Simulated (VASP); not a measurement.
Hf5PbO2:

```
Hf Pb O
1.0
     3.00380   -3.30075    0.00000
     3.00380    3.30075    0.00000
     0.00000    0.00000    7.94908
Hf Pb O
5 1 2
Direct
  0.73778 0.73778 0.21863
  0.26222 0.26222 0.21863
  0.26222 0.26222 0.78137
  0.73778 0.73778 0.78137
  0.50000 0.50000 0.50000
  0.00000 0.00000 0.00000
  0.00000 0.00000 0.65353
  0.00000 0.00000 0.34647
```

The cell was built from a structure type or drawn by symmetry, and may not be a known phase.

| Quantity | Value |
| --- | --- |
| Program | VASP 6.6.1 |
| Task | relaxation of cell and atoms |
| Functional | PBE |
| Potentials or basis | VASP PAW PBE potentials, release 64 (Hf_pv, Pb_d, O) |
| Cutoff | 600 eV |
| k mesh | 4 × 4 × 2 |
| Occupations | gaussian, width 0.1 eV |
| Spin | no spin polarisation |

At the start: pressure 38.6 GPa; volume 19.70 Å³/atom.

Question: Where does the relaxation end?

Answer: Over 56 steps the energy falls by 1316.6 meV/atom and the volume is 25.43 Å³/atom (+29.0 %); space group Cmmm (No. 65, to 0.1 Å) before and after.

Step by step:
```
step  energy change (eV)  largest force (eV/Å)  pressure (GPa)  volume (Å³)
   1              0.0000                6.0065           38.64       157.63
   3             -5.9523                4.3990           -5.01       201.52
   5             -6.1648                4.0882           -0.71       191.69
   7             -9.6625                1.6157            1.99       201.63
   9             -9.7601                1.0755           -4.03       209.63
  11             -9.9651                0.6175           -1.07       202.15
  13            -10.1704                0.3543           -0.09       194.92
  15            -10.2342                0.6843           -0.32       192.51
  17            -10.2829                0.2686            1.50       190.77
  19            -10.3353                0.3095           -0.31       198.45
  21            -10.3471                0.1618            0.28       198.90
  23            -10.3552                0.1020           -0.32       200.00
  25            -10.3603                0.2108            0.67       197.54
  27            -10.3637                0.1429            0.30       198.28
  29            -10.3660                0.5753           -0.41       198.68
  31            -10.3702                0.3634           -0.10       198.54
  33            -10.3848                0.3754            0.07       198.60
  35            -10.4496                0.3121            0.80       198.32
  37            -10.4486                0.3322            1.18       198.24
  39            -10.4548                0.4105            0.83       199.17
  41            -10.4720                0.3731            0.24       200.27
  43            -10.4855                0.4403           -0.84       202.48
  45            -10.5055                0.2161           -0.20       202.41
  47            -10.5100                0.2818           -0.06       202.34
  49            -10.5242                0.1955           -0.08       201.86
  51            -10.5269                0.0613            0.35       201.56
  53            -10.5310                0.1344           -0.11       203.01
  55            -10.5320                0.0428            0.05       203.15
  56            -10.5329                0.0287           -0.08       203.40
```

Final structure:
```yaml
crystal:
  lattice:
    - [4.20294, -2.68140, 0.00000]
    - [4.20294, 2.68140, 0.00000]
    - [0.00000, 0.00000, 9.02424]
  atoms:
    - { symbol: Hf, position: [0.80011, 0.80011, 0.27719] }
    - { symbol: Hf, position: [0.19989, 0.19989, 0.27719] }
    - { symbol: Hf, position: [0.19989, 0.19989, 0.72281] }
    - { symbol: Hf, position: [0.80011, 0.80011, 0.72281] }
    - { symbol: Hf, position: [0.50000, 0.50000, 0.50000] }
    - { symbol: Pb, position: [0.00000, 0.00000, 0.00000] }
    - { symbol: O, position: [0.00000, 0.00000, 0.62357] }
    - { symbol: O, position: [0.00000, 0.00000, 0.37643] }
```

Caveat: the k points lie up to 0.35 Å⁻¹ apart in the final cell; the volume moved by over 15 % at a fixed basis, so the end points are rough.
